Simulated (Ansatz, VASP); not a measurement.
# GaP: VASP beside Ansatz

```
CELL_PARAMETERS angstrom
3.81207 0.00000 0.00000
0.00000 5.39107 0.00000
0.00000 0.00000 19.81210
ATOMIC_POSITIONS crystal
Ga 0.25000 0.12500 0.40379
Ga 0.75000 0.62500 0.50000
Ga 0.25000 0.12500 0.59621
P 0.75000 0.87500 0.40379
P 0.25000 0.37500 0.50000
P 0.75000 0.87500 0.59621
```

Alike in both runs: task single point; functional LDA; k mesh 8 × 6 × 1; occupations fermi-dirac, width 0.02 eV; no spin polarisation.

```csv
,VASP,Ansatz
version,VASP 6.6.1,Ansatz 0.2.0
potentials or method,"VASP PAW LDA potentials, release 64 (Ga_d, P)","PAW with Ansatz's default frozen-core files, scalar-relativistic"
plane-wave cutoff (eV),520,420
valence electrons in the cell,54,54
```

```csv
,VASP,Ansatz,Ansatz less VASP
rms of the force components (eV/Å),0.772,0.770,-0.0022
```

LDA's correlation is that of Perdew and Zunger in VASP and of Perdew and Wang (1992) in Ansatz.
